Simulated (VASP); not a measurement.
# GaSi62 (a cell with a defect) in VASP: further runs, part 2 of 2

VASP 6.6.1. The steps go on from the part before.

## (3) Single point, PBE+D3(BJ), collinear spin, zero start

Input file INCAR:

```
SYSTEM = GaSi62
  ALGO = Normal
  EDIFF = 1E-6
  ENCUT = 520
  GGA = PE
  ISIF = 2
  ISMEAR = 0
  ISPIN = 2
  IVDW = 12
  LASPH = .TRUE.
  LCHARG = .TRUE.
  LELF = .TRUE.
  LORBIT = 11
  LREAL = Auto
  LVHAR = .TRUE.
  LWAVE = .FALSE.
  MAGMOM = 0 0 0 0 0 0 0 0 0 0 0 0 0 0 0 0 0 0 0 0 0 0 0 0 0 0 0 0 0 0 0 0 0 0 0 0 0 0 0 0 0 0 0 0 0 0 0 0 0 0 0 0 0 0 0 0 0 0 0 0 0 0 0
  NBANDS = 172
  NELECT = 259.0
  NELM = 150
  PREC = Accurate
  SIGMA = 0.02
```

Input file KPOINTS:

```
k-points
0
G
  1 1 1
  0 0 0
```

Input file POSCAR:

```
GaSi62
1.0
   10.8600000000      0.0000000000      0.0000000000
    0.0000000000     10.8600000000      0.0000000000
    0.0000000000      0.0000000000     10.8600000000
Si Ga
62 1
Direct
    0.4987760589     -0.0013778085      0.0027495396
    0.6252836096      0.1248955801      0.1250080110
    0.7517328729      0.2510447514      0.0025948435
    0.8761578269      0.3763590239      0.1259861878
    0.7515965930     -0.0014966851      0.2501759669
    0.8749424494      0.1234619705      0.3761697974
   -0.0037648250      0.0016773481     -0.0043393186
    0.1246262431      0.1239164825      0.1245402394
    0.2508881215      0.2511834254      0.0004687845
    0.3759990792      0.3740052486      0.1262527624
    0.4990079190      0.4989914365      0.0005156538
    0.6261881215      0.6256031308      0.1242999079
    0.7482820442      0.7541867403     -0.0045374770
    0.8744329650      0.8756713628      0.1221011971
    0.2513060773     -0.0007283610      0.2515097606
    0.3798279006      0.1235871087      0.3792318600
    0.5016806630      0.2484039595      0.2515968692
    0.6263647330      0.3707485267      0.3788598527
    0.7509301105      0.4989918969      0.2511996317
    0.8760214549      0.6244507366      0.3736927256
    0.5065627072     -0.0000395028      0.5058825046
    0.7498370166      0.2440314917      0.5055450276
    0.8747860958      0.3736946593      0.6260511971
    0.8710297422      0.1309905157      0.8706459484
   -0.0000274401      0.5013131676     -0.0001189687
    0.1253266114      0.6247719153      0.1251406998
    0.2489663904      0.7500166667     -0.0000058932
    0.3737491713      0.8740050645      0.1261383978
    0.0008570902      0.2510904236      0.2512430018
    0.1268958564      0.3739110497      0.3761658379
    0.2508978821      0.4992025783      0.2507218232
    0.3761290976      0.6233611418      0.3760596685
    0.4991301105      0.7492612339      0.2511943831
    0.6268572744      0.8749367403      0.3761476059
    0.0023178637     -0.0012614180      0.4993709024
    0.1256088398      0.1249976980      0.6248433702
    0.2526214549      0.2483627072      0.5016371087
    0.3802978821      0.3700320442      0.6266760589
    0.5017681400      0.4978011971      0.5015551565
    0.6251971455      0.6246750460      0.6248658379
    0.7516595764      0.7477368324      0.4993859116
    0.8707658379      0.8794860037      0.6198672192
    0.2507770718     -0.0013515654      0.7512778085
    0.3762858195      0.1236524862      0.8750877532
    0.5073059853      0.2430766114      0.7501733886
    0.6267860037      0.3738529466      0.8751773481
    0.7515383057      0.4995460405      0.7513325046
    0.8745668508      0.6273564457      0.8742597606
   -0.0001645488      0.7502090239      0.2483755985
    0.1254671271      0.8742400552      0.3736456722
    0.0007232044      0.4989563536      0.4987481584
    0.1248418048      0.6251993554      0.6260032228
    0.2508767035      0.7493514733      0.4985955801
    0.3762474217      0.8750704420      0.6259188766
    0.0025222836      0.2509489871      0.7509090239
    0.1256758748      0.3763000921      0.8756058932
    0.2516899632      0.4982503683      0.7505981584
    0.3737397790      0.6240828729      0.8757231123
    0.4987749540      0.7473119705      0.7509204420
    0.6184102210      0.8791034991      0.8706559853
   -0.0036406998      0.7539500000      0.7483739411
    0.1231239411      0.8755437385      0.8743381215
    0.7308325967      0.0185577348      0.7322525783
```

Potentials or basis: VASP PAW PBE potentials, release 64 (Si, Ga_d).

Started as:

```bash
$ cat potpaw_PBE.64/Si/POTCAR potpaw_PBE.64/Ga_d/POTCAR > POTCAR
$ mpirun -np 1 vasp_gam > vasp.out
```

OUTCAR:

```text
SYSTEM = GaSi62
   EDIFF = 1E-6
   ENCUT = 520
   GGA = PE
   ISIF = 2
   ISMEAR = 0
   ISPIN = 2
   IVDW = 12
   LASPH = .TRUE.
   LORBIT = 11
   LREAL = Auto
   NELECT = 259.0
   NELM = 150
   PREC = Accurate
 IVDW          = 12

 ion  position               nearest neighbor table
   1  0.499  0.999  0.003-  60 2.33  28 2.34   2 2.35  44 2.35
   2  0.625  0.125  0.125-  17 2.34   3 2.35   1 2.35   5 2.37
   3  0.752  0.251  0.003-  24 2.33   4 2.34   2 2.35  46 2.35
   4  0.876  0.376  0.126-  19 2.34   3 2.34  25 2.35  29 2.35
   5  0.752  0.999  0.250-  14 2.34  34 2.35   6 2.35   2 2.37
   6  0.875  0.123  0.376-   5 2.35  22 2.35  35 2.35  29 2.37
[... 43 lines left out ...]
  50  0.125  0.874  0.374-  15 2.34  35 2.34  49 2.35  53 2.35
  51  0.001  0.499  0.499-  30 2.34  20 2.35  52 2.37  23 2.37
[... 9 lines left out ...]
  61  0.996  0.754  0.748-  48 2.35  62 2.35  42 2.38  52 2.38
  62  0.123  0.876  0.874-  43 2.34  61 2.35   7 2.35  27 2.36
  63  0.731  0.019  0.732-  60 2.46  24 2.46  42 2.47

  LATTYP: Found a simple cubic cell.
 ALAT       =    10.8600000000

  Lattice vectors:

 A1 = (  10.8600000000,   0.0000000000,   0.0000000000)
 A2 = (   0.0000000000,  10.8600000000,   0.0000000000)
 A3 = (   0.0000000000,   0.0000000000,  10.8600000000)

Analysis of symmetry for initial positions (statically):
=====================================================================
 Subroutine PRICEL returns:
 Original cell was already a primitive cell.

 Routine SETGRP: Setting up the symmetry group for a
 simple cubic supercell.

 Subroutine GETGRP returns: Found  1 space group operations
 (whereof  1 operations were pure point group operations)
 out of a pool of 48 trial point group operations.

The static configuration has the point symmetry C_1 .

Analysis of symmetry for dynamics (positions and initial velocities):
=====================================================================
 Subroutine PRICEL returns:
 Original cell was already a primitive cell.

 Routine SETGRP: Setting up the symmetry group for a
 simple cubic supercell.

 Subroutine GETGRP returns: Found  1 space group operations
 (whereof  1 operations were pure point group operations)
 out of a pool of 48 trial point group operations.

The dynamic configuration has the point symmetry C_1 .

Analysis of structural, dynamic, and magnetic symmetry:
=====================================================================
 Subroutine PRICEL returns:
 Original cell was already a primitive cell.

 Routine SETGRP: Setting up the symmetry group for a
 simple cubic supercell.

 Subroutine GETGRP returns: Found  1 space group operations
 (whereof  1 operations were pure point group operations)
 out of a pool of 48 trial point group operations.

The overall configuration has the point symmetry C_1 .

 Subroutine INISYM returns: Found  1 space group operations
 (whereof  1 operations are pure point group operations),
 and found     1 'primitive' translations

----------------------------------------------------------------------------------------

                                     Primitive cell

  volume of cell :    1280.8241

  direct lattice vectors                    reciprocal lattice vectors
    10.860000000  0.000000000  0.000000000     0.092081031  0.000000000  0.000000000
     0.000000000 10.860000000  0.000000000     0.000000000  0.092081031  0.000000000
     0.000000000  0.000000000 10.860000000     0.000000000  0.000000000  0.092081031
[... 198 lines left out ...]
   EFERMI_NEDOS =   21; number of points for ismear=-14 and -15
   IALGO  =     38    algorithm
   IMIX   =      4    mixing-type and parameters
     AMIX     =   0.40;   BMIX     =  1.00
     AMIX_MAG =   1.60;   BMIX_MAG =  1.00
  volume/ion in A,a.u.               =      20.33       137.20
  Fermi-wavevector in a.u.,A,eV,Ry     =   0.960900  1.815838 12.562655  0.923329
  Thomas-Fermi vector in A             =   2.090225
   LORBIT       =     11    0 simple, 1 ext, 2 COOP (PROOUT), +10 PAW based schemes
   GGA     = PE    functional components
   LHFCALC =     F    Hartree Fock is set to
   AEXX    =    0.0000 exact exchange contribution
   IVDW    =    12    specifies the selected vdW correction
   LEPSILON=     F    determine dielectric tensor
   LRPA    =     F    only Hartree local field effects (RPA)
 spin polarized calculation
 Gauss-broadening in eV      SIGMA  =   0.02
  energy-cutoff  :      520.00
  volume of cell :     1280.82
 maximum number of plane-waves:     17229
 NGX is ok and might be reduce to    84
   NGX = 41   NGY = 41   NGZ = 41

 number of electron     258.9999984 magnetization       0.9946914

 Free energy of the ion-electron system (eV)
  ---------------------------------------------------
  ext. energy  EPLUGINS =         0.00000000
  ---------------------------------------------------
  free energy    TOTEN  =      -341.91190352 eV

  energy without entropy =     -341.91148364  energy(sigma->0) =     -341.91169358

 E-fermi :   5.5161     XC(G=0):  -9.3233

 val. band max:        5.4797822336   @ k =   0.0000   0.0000   0.0000
 cond. band min:       5.5523483964   @ k =   0.0000   0.0000   0.0000
 fundamental gap:      0.0725661629
 Fermi energy:         5.5160653150

 spin component 1

 k-point     1 :       0.0000    0.0000    0.0000
  band No.  band energies     occupation
      1      -8.9319      1.00000
      2      -8.9310      1.00000
      3      -8.9238      1.00000
      4      -8.8410      1.00000
      5      -8.8396      1.00000
      6      -6.2138      1.00000
[... 133 lines left out ...]
    140       6.8986      0.00000
    141       6.8987      0.00000
 Fermi energy:         5.5160653150

 spin component 2

 k-point     1 :       0.0000    0.0000    0.0000
  band No.  band energies     occupation
      1      -8.9265      1.00000
      2      -8.9257      1.00000
      3      -8.9172      1.00000
      4      -8.8374      1.00000
      5      -8.8360      1.00000
      6      -6.1974      1.00000
[... 133 lines left out ...]
    140       6.9079      0.00000
    141       6.9081      0.00000
 [bands above 141 left out]

------------------------ aborting loop because EDIFF is reached ----------------------------------------

 Edisp (eV)  -19.82055

 E6    (eV) :   -11.5854

 E8    (eV) :    -8.2352

  FORCE on cell =-STRESS in cart. coord.  units (eV):
  Direction    XX          YY          ZZ          XY          YZ          ZX
  --------------------------------------------------------------------------------------
  -------------------------------------------------------------------------------------
  Total     -23.42202   -23.34350   -23.22327     4.32575     4.07590    -4.15712
  in kB     -29.29851   -29.20028   -29.04989     5.41106     5.09853    -5.20012
  external pressure =      -29.18 kB  Pullay stress =        0.00 kB

 VOLUME and BASIS-vectors are now :
 -----------------------------------------------------------------------------
  energy-cutoff  :      520.00
  volume of cell :     1280.82
      direct lattice vectors                 reciprocal lattice vectors
    10.860000000  0.000000000  0.000000000     0.092081031  0.000000000  0.000000000
     0.000000000 10.860000000  0.000000000     0.000000000  0.092081031  0.000000000
     0.000000000  0.000000000 10.860000000     0.000000000  0.000000000  0.092081031

 POSITION                                       TOTAL-FORCE (eV/Angst)
 -----------------------------------------------------------------------------------
      5.41671     10.84504      0.02986         0.004292      0.000480     -0.004969
      6.79058      1.35637      1.35759        -0.009371      0.005942      0.001250
      8.16382      2.72635      0.02818        -0.000778      0.000410      0.000190
      9.51507      4.08726      1.36821        -0.005393      0.004474      0.000951
      8.16234     10.84375      2.71691        -0.000567      0.000712      0.002362
      9.50188      1.34080      4.08520        -0.001707      0.003648      0.000268
[... 55 lines left out ...]
      1.33713      9.50841      9.49531        -0.006052      0.005129     -0.003832
      7.93684      0.20154      7.95226         0.104591     -0.080132      0.075470
 -----------------------------------------------------------------------------------
    total drift:                               -0.014232      0.000908      0.008157

  FREE ENERGIE OF THE ION-ELECTRON SYSTEM (eV)
  ---------------------------------------------------
  free  energy   TOTEN  =      -361.7324567714 eV

  energy  without entropy=     -361.7320368920  energy(sigma->0) =     -361.73224683

 total charge

# of ion       s       p       d       tot
------------------------------------------
    1        0.740   0.955   0.000   1.696
    2        0.739   0.949   0.000   1.688
    3        0.740   0.955   0.000   1.695
    4        0.740   0.953   0.000   1.693
    5        0.740   0.949   0.000   1.689
    6        0.743   0.937   0.000   1.680
[... 55 lines left out ...]
   62        0.739   0.950   0.000   1.689
   63        0.910   0.716   9.949  11.576
--------------------------------------------------
tot         47.031  58.874   9.949 115.854

 magnetization (x)

# of ion       s       p       d       tot
------------------------------------------
    1        0.000   0.010   0.000   0.010
    2        0.000   0.014   0.000   0.014
    3        0.000   0.010   0.000   0.010
    4        0.000   0.007   0.000   0.007
    5        0.000   0.013   0.000   0.014
    6        0.000   0.010   0.000   0.010
[... 55 lines left out ...]
   62        0.000   0.007   0.000   0.007
   63        0.008   0.010  -0.000   0.018
--------------------------------------------------
tot          0.018   0.432  -0.000   0.450
```

Wall time 16 min (1 thread of Intel Xeon Platinum 8259CL at 2.50GHz (Skylake/Cascade Lake), shared host); peak memory 1.4 GiB.

What came out:

```
Free energy                                           : -361.7325 eV
Largest force                                         : 0.152 eV/Å
Net moment                                            : 0.99 μB per cell
Valence electrons inside the program's atomic spheres : Si 1.70, 1.69, 1.68, 1.67, 1.62 (each value once); Ga 11.58
Dispersion energy per atom                            : -0.315 eV
```

Forces in eV/Å, atoms in the order of the input:
```
Si   0.004  0.000 -0.005
Si  -0.009  0.006  0.001
Si  -0.001  0.000  0.000
Si  -0.005  0.004  0.001
Si  -0.001  0.001  0.002
Si  -0.002  0.004  0.000
Si   0.004 -0.001  0.008
Si   0.002  0.001  0.001
Si   0.000  0.001 -0.006
Si   0.000  0.001 -0.003
Si  -0.003  0.002 -0.005
Si   0.002 -0.002  0.004
Si  -0.003 -0.005  0.008
Si  -0.002  0.001  0.006
Si  -0.001  0.000 -0.007
Si  -0.011  0.009 -0.004
Si  -0.001  0.002 -0.003
Si  -0.008  0.005  0.002
Si  -0.003 -0.002 -0.003
Si  -0.006 -0.002 -0.002
Si  -0.009  0.009 -0.003
Si  -0.007  0.005 -0.001
Si  -0.001  0.001 -0.001
Si   0.018  0.012  0.024
Si   0.001 -0.002 -0.003
Si  -0.006  0.005 -0.002
Si  -0.001  0.001 -0.004
Si  -0.006  0.006  0.000
Si  -0.009 -0.001 -0.006
Si  -0.005  0.000 -0.002
Si   0.000  0.001 -0.002
Si   0.000  0.004 -0.002
Si  -0.004  0.008 -0.005
Si  -0.003  0.006  0.002
Si   0.008 -0.002 -0.012
Si  -0.010  0.002  0.001
Si  -0.002  0.003 -0.003
Si  -0.012  0.009 -0.010
Si  -0.004  0.003 -0.003
Si  -0.004  0.007  0.002
Si   0.000 -0.007 -0.010
Si   0.021 -0.025 -0.026
Si  -0.003 -0.002 -0.001
Si   0.010  0.001 -0.016
Si  -0.019  0.014 -0.012
Si  -0.002 -0.009 -0.014
Si  -0.001 -0.003 -0.001
Si  -0.004  0.002 -0.003
Si   0.001  0.001  0.003
Si   0.004  0.004  0.000
Si  -0.005  0.001  0.001
Si  -0.001  0.001 -0.002
Si   0.001  0.006  0.003
Si   0.006  0.009  0.002
Si   0.004  0.007  0.001
Si   0.003  0.003 -0.003
Si  -0.003  0.007 -0.001
Si  -0.005 -0.001 -0.005
Si   0.000  0.001  0.000
Si  -0.009 -0.032  0.038
Si   0.004 -0.003  0.004
Si  -0.006  0.005 -0.004
Ga   0.105 -0.080  0.075
```

Caveat: the k points lie up to 0.58 Å⁻¹ apart; the cell carries a net charge on a neutralising background, which shifts energy and pressure; the cell is charged against a uniform background, so pressure and absolute levels hang on convention.
